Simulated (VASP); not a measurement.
# CdBr (Fm-3m) in VASP: further runs

CdBr is run at these levels: PBE, r2SCAN; tasks: single point, relaxation of cell and atoms.

Everything below comes from runs of VASP 6.6.1. Logs are shortened: lines on timing, memory, paths and dates and some standing lists are left out, and cuts for length are marked.

## 1. The cell of the first run

The structure is cubic, space group Fm-3m (No. 225). Conventional cell: a = 6.145 Å, b = 6.145 Å, c = 6.145 Å, α = 90.00°, β = 90.00°, γ = 90.00°. Within 4.0 Å of Cd (site symmetry m-3m) lie 6 Br at 3.07 Å. Within 4.0 Å of Br (site symmetry m-3m) lie 6 Cd at 3.07 Å.

## 2. Single point, PBE, non-collinear spin, zero start, spin-orbit coupling

INCAR reads:

```
PREC = Accurate
ENCUT = 520
EDIFF = 1E-7
ISMEAR = -1
SIGMA = 0.1
LREAL = F
LASPH = T
NELM = 150
ALGO = Normal
ISIF = 2
LWAVE = F
LCHARG = F
LNONCOLLINEAR = T
MAGMOM = 0 0 0 0 0 0
LORBIT = 11
LSORBIT = T
GGA_COMPAT = F
LORBMOM = T
GGA = PE
NBANDS = 31
```

KPOINTS reads:

```
Automatic mesh
0
Gamma
  7 7 7
```

POSCAR reads:

```
CdBr
1.0
    0.0000000000      3.0723910300      3.0723910300
    3.0723910300      0.0000000000      3.0723910300
    3.0723910300      3.0723910300      0.0000000000
Cd Br
1 1
Direct
    0.0000000000      0.0000000000      0.0000000000
    0.5000000000      0.5000000000      0.5000000000
```

Potentials or basis: VASP PAW PBE potentials, release 64 (Cd, Br).

The run is started by

```console
$ cat potpaw_PBE.64/Cd/POTCAR potpaw_PBE.64/Br/POTCAR > POTCAR
$ mpirun -np 1 vasp_ncl > vasp.out
```

OUTCAR:

```text
PREC = Accurate
   ENCUT = 520
   EDIFF = 1E-7
   ISMEAR = -1
   LREAL = F
   LASPH = T
   NELM = 150
   ISIF = 2
   LNONCOLLINEAR = T
   LORBIT = 11
   LSORBIT = T
   GGA = PE

 ion  position               nearest neighbor table
   1  0.000  0.000  0.000-   2 3.07   2 3.07   2 3.07   2 3.07   2 3.07   2 3.07
   2  0.500  0.500  0.500-   1 3.07   1 3.07   1 3.07   1 3.07   1 3.07   1 3.07

  LATTYP: Found a face centered cubic cell.
 ALAT       =     6.1447820600

  Lattice vectors:

 A1 = (   0.0000000000,   3.0723910300,   3.0723910300)
 A2 = (   3.0723910300,   0.0000000000,   3.0723910300)
 A3 = (   3.0723910300,   3.0723910300,   0.0000000000)

Analysis of symmetry for initial positions (statically):
=====================================================================
 Subroutine PRICEL returns:
 Original cell was already a primitive cell.

 Routine SETGRP: Setting up the symmetry group for a
 face centered cubic supercell.

 Subroutine GETGRP returns: Found 48 space group operations
 (whereof 48 operations were pure point group operations)
 out of a pool of 48 trial point group operations.

The static configuration has the point symmetry O_h .

Analysis of symmetry for dynamics (positions and initial velocities):
=====================================================================
 Subroutine PRICEL returns:
 Original cell was already a primitive cell.

 Routine SETGRP: Setting up the symmetry group for a
 face centered cubic supercell.

 Subroutine GETGRP returns: Found 48 space group operations
 (whereof 48 operations were pure point group operations)
 out of a pool of 48 trial point group operations.

The dynamic configuration has the point symmetry O_h .

Analysis of structural, dynamic, and magnetic symmetry:
=====================================================================
 Subroutine PRICEL returns:
 Original cell was already a primitive cell.

 Routine SETGRP: Setting up the symmetry group for a
 face centered cubic supercell.

 Subroutine GETGRP returns: Found 48 space group operations
 (whereof 48 operations were pure point group operations)
 out of a pool of 48 trial point group operations.

The overall configuration has the point symmetry O_h .

 Subroutine INISYM returns: Found 48 space group operations
 (whereof 48 operations are pure point group operations),
 and found     1 'primitive' translations

----------------------------------------------------------------------------------------

                                     Primitive cell

  volume of cell :      58.0042

  direct lattice vectors                    reciprocal lattice vectors
     0.000000000  3.072391030  3.072391030    -0.162739702  0.162739702  0.162739702
     3.072391030  0.000000000  3.072391030     0.162739702 -0.162739702  0.162739702
     3.072391030  3.072391030  0.000000000     0.162739702  0.162739702 -0.162739702

  length of vectors
     4.345017064  4.345017064  4.345017064     0.281873432  0.281873432  0.281873432

  position of ions in fractional coordinates (direct lattice)
     0.000000000  0.000000000  0.000000000
     0.500000000  0.500000000  0.500000000

  ion indices of the primitive-cell ions
   primitive index   ion index
                 1           1
                 2           2

----------------------------------------------------------------------------------------

 KPOINTS: Automatic mesh

Automatic generation of k-mesh.
 Grid dimensions read from file:
 generate k-points for:    7    7    7

 Generating k-lattice:

  Cartesian coordinates                     Fractional coordinates (reciprocal lattice)
    -0.023248529  0.023248529  0.023248529     0.142857143  0.000000000  0.000000000
     0.023248529 -0.023248529  0.023248529     0.000000000  0.142857143  0.000000000
     0.023248529  0.023248529 -0.023248529     0.000000000  0.000000000  0.142857143

  Length of vectors
     0.040267633  0.040267633  0.040267633

  Shift w.r.t. Gamma in fractional coordinates (k-lattice)
     0.000000000  0.000000000  0.000000000

 Subroutine IBZKPT returns following result:
 ===========================================

 Found     20 irreducible k-points:

 Following reciprocal coordinates:
            Coordinates               Weight
  0.000000  0.000000  0.000000      1.000000
  0.142857  0.000000  0.000000      8.000000
  0.285714  0.000000  0.000000      8.000000
  0.428571  0.000000  0.000000      8.000000
  0.142857  0.142857  0.000000      6.000000
  0.285714  0.142857  0.000000     24.000000
[... 12 lines left out ...]
 -0.428571  0.428571  0.142857     24.000000
 -0.285714  0.428571  0.142857     24.000000
[... 21 lines left out ...]
   NSW    =      0    number of steps for IOM
   IBRION =     -1    ionic relax: 0-MD 1-quasi-New 2-CG
   NFREE  =      0    steps in history (QN), initial steepest desc. (CG)
   ISIF   =      2    stress and relaxation
   ISYM   =      2    0-nonsym 1-usesym 2-fastsym
   POTIM  = 0.5000    time-step for ionic-motion
   TEBEG  =    0.0;   TEEND  =   0.0 temperature during run
   PSTRESS=    0.0 pullay stress
   NELECT =      19.0000    total number of electrons
   NUPDOWN=      -1.0000    fix difference up-down
   EMIN   =  10.00;   EMAX   =-10.00  energy-range for DOS
   EFERMI =   0.00;   METHOD = LEGACY
   ISMEAR =    -1;   SIGMA  =   0.10  broadening in eV -4-tet -1-fermi 0-gaus
   EFERMI_NEDOS =   21; number of points for ismear=-14 and -15
   IALGO  =     38    algorithm
   IMIX   =      4    mixing-type and parameters
     AMIX     =   0.40;   BMIX     =  1.00
     AMIX_MAG =   1.60;   BMIX_MAG =  1.00
  volume/ion in A,a.u.               =      29.00       195.72
  Fermi-wavevector in a.u.,A,eV,Ry     =   1.128512  2.132579 17.327557  1.273540
  Thomas-Fermi vector in A             =   2.265202
   LORBIT       =     11    0 simple, 1 ext, 2 COOP (PROOUT), +10 PAW based schemes
   GGA     = PE    functional components
   LHFCALC =     F    Hartree Fock is set to
   AEXX    =    0.0000 exact exchange contribution
   IVDW    =     0    specifies the selected vdW correction
   LEPSILON=     F    determine dielectric tensor
   LRPA    =     F    only Hartree local field effects (RPA)
  energy-cutoff  :      520.00
  volume of cell :       58.00
 maximum number of plane-waves:      3168
   NGX = 17   NGY = 17   NGZ = 17

 number of electron      19.0000000 magnetization       0.0000000      0.0000000      0.0000000

 number of electron      19.0000006 magnetization       0.0000000      0.0000000     -0.0000000

 number of electron      19.0000006 magnetization      -0.0000000     -0.0000000      0.0000000

 Free energy of the ion-electron system (eV)
  ---------------------------------------------------
  ext. energy  EPLUGINS =         0.00000000
  ---------------------------------------------------
  free energy    TOTEN  =        -3.11209228 eV

  energy without entropy =       -3.07994045  energy(sigma->0) =       -3.09601637

 E-fermi :   2.2305     XC(G=0):  -8.9883

 val. band max:        2.1528002989   @ k =  -0.2857   0.4286   0.1429
 cond. band min:       2.3407047428   @ k =   0.4286   0.2857   0.1429
 fundamental gap:      0.1879044439
 Fermi energy:         2.2304502552

 k-point     1 :       0.0000    0.0000    0.0000
  band No.  band energies     occupation
      1     -13.9768      1.00000
      2     -13.9768      1.00000
      3      -6.8037      1.00000
      4      -6.8037      1.00000
      5      -6.8037      1.00000
      6      -6.8037      1.00000
[... 669 lines left out ...]
     30      11.6751      0.00000
     31      14.2079      0.00000

------------------------ aborting loop because EDIFF is reached ----------------------------------------

  FORCE on cell =-STRESS in cart. coord.  units (eV):
  Direction    XX          YY          ZZ          XY          YZ          ZX
  --------------------------------------------------------------------------------------
  -------------------------------------------------------------------------------------
  Total        0.4820953      0.4820953      0.4820953     -0.0000000      0.0000000     -0.0000000
  in kB       13.3163129     13.3163129     13.3163129     -0.0000000      0.0000000     -0.0000000
  external PRESSURE =      13.3163129 kB  Pullay stress =       0.0000000 kB

 VOLUME and BASIS-vectors are now :
 -----------------------------------------------------------------------------
  energy-cutoff  :      520.00
  volume of cell :       58.00
      direct lattice vectors                 reciprocal lattice vectors
     0.000000000  3.072391030  3.072391030    -0.162739702  0.162739702  0.162739702
     3.072391030  0.000000000  3.072391030     0.162739702 -0.162739702  0.162739702
     3.072391030  3.072391030  0.000000000     0.162739702  0.162739702 -0.162739702

 POSITION                                       TOTAL-FORCE (eV/Angst)
 -----------------------------------------------------------------------------------
      0.00000      0.00000      0.00000         0.000000      0.000000      0.000000
      3.07239      3.07239      3.07239        -0.000000     -0.000000     -0.000000
 -----------------------------------------------------------------------------------
    total drift:                                0.000000     -0.000000     -0.000000

  FREE ENERGIE OF THE ION-ELECTRON SYSTEM (eV)
  ---------------------------------------------------
  free  energy   TOTEN  =        -3.1120922840 eV

  energy  without entropy=       -3.0799404505  energy(sigma->0) =       -3.09601637

 orbital moment (x)

 # of ion     p       d       tot
 ----------------------------------------
  1         0.000   0.000   0.000
  2         0.000  -0.000  -0.000
 ----------------------------------------
            0.000   0.000   0.000

 orbital moment (y)

 # of ion     p       d       tot
 ----------------------------------------
  1         0.000  -0.000  -0.000
  2         0.000   0.000   0.000
 ----------------------------------------
            0.000  -0.000  -0.000

 orbital moment (z)

 # of ion     p       d       tot
 ----------------------------------------
  1         0.000   0.000   0.000
  2         0.000  -0.000  -0.000
 ----------------------------------------
            0.000  -0.000  -0.000

 Spin-Orbit-Coupling matrix elements

 Ion:    1  E_soc:     -0.0477298
 l=   1
     0.0000000    -0.0010823    -0.0010823
    -0.0010823     0.0000000    -0.0010823
    -0.0010823    -0.0010823     0.0000000
 l=   2
     0.0000000    -0.0013717     0.0000000    -0.0013717    -0.0055010
    -0.0013717     0.0000000    -0.0041258    -0.0013717    -0.0013753
     0.0000000    -0.0041258     0.0000000    -0.0041258     0.0000000
    -0.0013717    -0.0013717    -0.0041258     0.0000000    -0.0013753
    -0.0055010    -0.0013753     0.0000000    -0.0013753     0.0000000
 l=   3
     0.0000000     0.0000000     0.0000000     0.0000000     0.0000000     0.0000000     0.0000000
     0.0000000     0.0000000     0.0000000     0.0000000     0.0000000     0.0000000     0.0000000
     0.0000000     0.0000000     0.0000000     0.0000000     0.0000000     0.0000000     0.0000000
     0.0000000     0.0000000     0.0000000     0.0000000     0.0000000     0.0000000     0.0000000
     0.0000000     0.0000000     0.0000000     0.0000000     0.0000000     0.0000000     0.0000000
     0.0000000     0.0000000     0.0000000     0.0000000     0.0000000     0.0000000     0.0000000
     0.0000000     0.0000000     0.0000000     0.0000000     0.0000000     0.0000000     0.0000000

 Ion:    2  E_soc:     -0.0587765
 l=   1
     0.0000000    -0.0097946    -0.0097946
    -0.0097946     0.0000000    -0.0097946
    -0.0097946    -0.0097946     0.0000000
 l=   2
     0.0000000    -0.0000001     0.0000000    -0.0000001    -0.0000014
    -0.0000001     0.0000000    -0.0000011    -0.0000001    -0.0000004
     0.0000000    -0.0000011     0.0000000    -0.0000011     0.0000000
    -0.0000001    -0.0000001    -0.0000011     0.0000000    -0.0000004
    -0.0000014    -0.0000004     0.0000000    -0.0000004     0.0000000
 l=   3
     0.0000000     0.0000000     0.0000000     0.0000000     0.0000000     0.0000000     0.0000000
     0.0000000     0.0000000     0.0000000     0.0000000     0.0000000     0.0000000     0.0000000
     0.0000000     0.0000000     0.0000000     0.0000000     0.0000000     0.0000000     0.0000000
     0.0000000     0.0000000     0.0000000     0.0000000     0.0000000     0.0000000     0.0000000
     0.0000000     0.0000000     0.0000000     0.0000000     0.0000000     0.0000000     0.0000000
     0.0000000     0.0000000     0.0000000     0.0000000     0.0000000     0.0000000     0.0000000
     0.0000000     0.0000000     0.0000000     0.0000000     0.0000000     0.0000000     0.0000000

 total charge

# of ion       s       p       d       tot
------------------------------------------
    1        0.564   0.113   9.549  10.226
    2        1.633   3.162   0.020   4.815
--------------------------------------------------
tot          2.197   3.275   9.569  15.041

 magnetization (x)

# of ion       s       p       d       tot
------------------------------------------
    1        0.000  -0.000   0.000   0.000
    2        0.000  -0.000  -0.000  -0.000
--------------------------------------------------
tot          0.000  -0.000  -0.000  -0.000

 magnetization (y)

# of ion       s       p       d       tot
------------------------------------------
    1       -0.000  -0.000  -0.000  -0.000
    2        0.000  -0.000   0.000  -0.000
--------------------------------------------------
tot         -0.000  -0.000   0.000  -0.000

 magnetization (z)

# of ion       s       p       d       tot
------------------------------------------
    1        0.000   0.000   0.000   0.000
    2        0.000  -0.000   0.000  -0.000
--------------------------------------------------
tot          0.000  -0.000   0.000  -0.000
```

Wall time 57 s (1 thread of Intel Xeon Platinum 8488C (Sapphire Rapids), shared host); peak memory 0.32 GiB.

What came out:

```yaml
Free_energy: -3.1121 eV
Pressure: 1.3 GPa
Net_moment: 0.00 μB per cell
Valence_electrons_inside_the_program's_atomic_spheres: Cd 10.23; Br 4.82
```

Moments on the atoms (μB; x, y, z):
```
Cd  0.00 0.00 0.00
Br  0.00 0.00 0.00
```

## 3. Single point, r2SCAN

POSCAR is that of step 2.

INCAR.step1 reads:

```
  ALGO = Normal
  EDIFF = 1E-4
  ENCUT = 520
  GGA = PE
  ISMEAR = -1
  LASPH = T
  LCHARG = F
  LREAL = F
  LWAVE = T
  NBANDS = 16
  NELM = 60
  PREC = Accurate
  SIGMA = 0.05
```

INCAR.step2 reads:

```
  ALGO = Normal
  EDIFF = 1E-6
  ENCUT = 520
  ISIF = 2
  ISMEAR = -1
  ISTART = 1
  LASPH = T
  LCHARG = F
  LMIXTAU = T
  LREAL = F
  LWAVE = F
  METAGGA = R2SCAN
  NBANDS = 16
  NELM = 60
  PREC = Accurate
  SIGMA = 0.05
```

KPOINTS reads:

```
k-points
0
Gamma
  8 8 8
```

Potentials or basis: VASP PAW PBE potentials, release 64 (Cd, Br).

The run is started by

```console
$ cat potpaw_PBE.64/Cd/POTCAR potpaw_PBE.64/Br/POTCAR > POTCAR
$ cp INCAR.step1 INCAR
$ mpirun -np 1 vasp_std > vasp.out
$ cp INCAR.step2 INCAR
$ mpirun -np 1 vasp_std > vasp.out
```

It took 96 s on 1 thread of Intel Xeon Platinum 8375C at 2.90GHz (Ice Lake), shared host; peak memory 0.19 GiB.

It converged, with:

```
Free energy : -34.1244 eV
Pressure    : 0.1 GPa
```

Levels at points of the mesh, in eV from the Fermi level:
```csv
k point,band 8,band 9,band 10,band 11,band 12,band 13
"(0.00, 0.00, 0.00)",-4.03,-4.03,-2.57,7.14,7.14,7.14
"(0.50, 0.00, 0.00)",-3.71,-3.71,1.41,2.00,4.05,4.05
"(0.50, 0.50, 0.00)",-4.73,-4.73,-1.76,4.34,5.65,7.12
```

Caveat: the PAW data sets were made with another functional, which shifts forces and pressure a little; an odd number of electrons without spin polarisation forces a metal; a magnetic or distorted state may lie lower.

## 4. Relaxation of cell and atoms, r2SCAN

POSCAR is that of step 3.

INCAR.step1 reads:

```
SYSTEM = CdBr
PREC = Accurate
ENCUT = 600
ISMEAR = -1
SIGMA = 0.05
LREAL = .FALSE.
LASPH = .TRUE.
NELM = 80
GGA = PE
ALGO = Normal
EDIFF = 1E-4
LWAVE = .TRUE.
LCHARG = .FALSE.
```

INCAR.step2 reads:

```
SYSTEM = CdBr
PREC = Accurate
ENCUT = 600
EDIFF = 1E-7
ISMEAR = -1
SIGMA = 0.05
LREAL = .FALSE.
LASPH = .TRUE.
NELM = 80
ALGO = Normal
ISIF = 3
LWAVE = .FALSE.
LCHARG = .FALSE.
METAGGA = R2SCAN
LMIXTAU = .TRUE.
IBRION = 2
NSW = 60
EDIFFG = -0.01
ISTART = 1
```

KPOINTS reads:

```
regular mesh
0
G
  8 8 8
  0 0 0
```

The run is started by

```console
$ cat potpaw_PBE.64/Cd/POTCAR potpaw_PBE.64/Br/POTCAR > POTCAR
$ cp INCAR.step1 INCAR
$ mpirun -np 1 vasp_std > vasp.out
$ cp INCAR.step2 INCAR
$ mpirun -np 1 vasp_std > vasp.out
```

Run time: 2.5 min. Hardware: 1 thread of Intel Xeon Platinum 8375C at 2.90GHz (Ice Lake), shared host; peak memory 0.22 GiB.

It converged, with:

```
Free energy             : -34.1250 eV
Pressure after relaxing : 0.0 GPa
```

Final structure:
```yaml
crystal:
  lattice:
    - [0.00000, 3.07239, 3.07239]
    - [3.07239, 0.00000, 3.07239]
    - [3.07239, 3.07239, 0.00000]
  atoms:
    - { symbol: Cd, position: [0.00000, 0.00000, 0.00000] }
    - { symbol: Br, position: [0.50000, 0.50000, 0.50000] }
```

Levels at points of the mesh, in eV from the Fermi level:
```
           k point  band 8  band 9  band 10  band 11  band 12  band 13
(0.00, 0.00, 0.00)   -4.03   -4.03    -2.57     7.14     7.14     7.14
(0.50, 0.00, 0.00)   -3.71   -3.71     1.41     2.00     4.05     4.05
(0.50, 0.50, 0.00)   -4.73   -4.73    -1.76     4.34     5.65     7.12
```

Caveat: the relaxation stopped at its first step, so nothing moved; the PAW data sets were made with another functional, which shifts forces and pressure a little; an odd number of electrons without spin polarisation forces a metal; a magnetic or distorted state may lie lower.

## 5. The runs side by side

| task | level | spin | cell | k mesh | cutoff (eV) | smearing | gap on the mesh (eV) | pressure (GPa) |
| --- | --- | --- | --- | --- | --- | --- | --- | --- |
| single point | PBE | non-collinear, zero start, SOC | as given | 7 × 7 × 7 | 520 | fermi-dirac 0.1 eV | - | 1.3 |
| single point | r2SCAN | off | as given | 8 × 8 × 8 | 520 | fermi-dirac 0.05 eV | none | 0.1 |
| relaxation of cell and atoms | r2SCAN | off | relaxed | 8 × 8 × 8 | 600 | fermi-dirac 0.05 eV | none | 0.0 |

Alike in all rows: potentials or basis VASP PAW PBE potentials, release 64 (Cd, Br).

Caveats: the PAW data sets were made with another functional, which shifts forces and pressure a little (some runs); an odd number of electrons without spin polarisation forces a metal (some runs); a magnetic or distorted state may lie lower (some runs); the relaxation stopped at its first step, so nothing moved (some runs).

Total energies depend on the potentials used, so only differences within one code and one set of settings carry meaning.
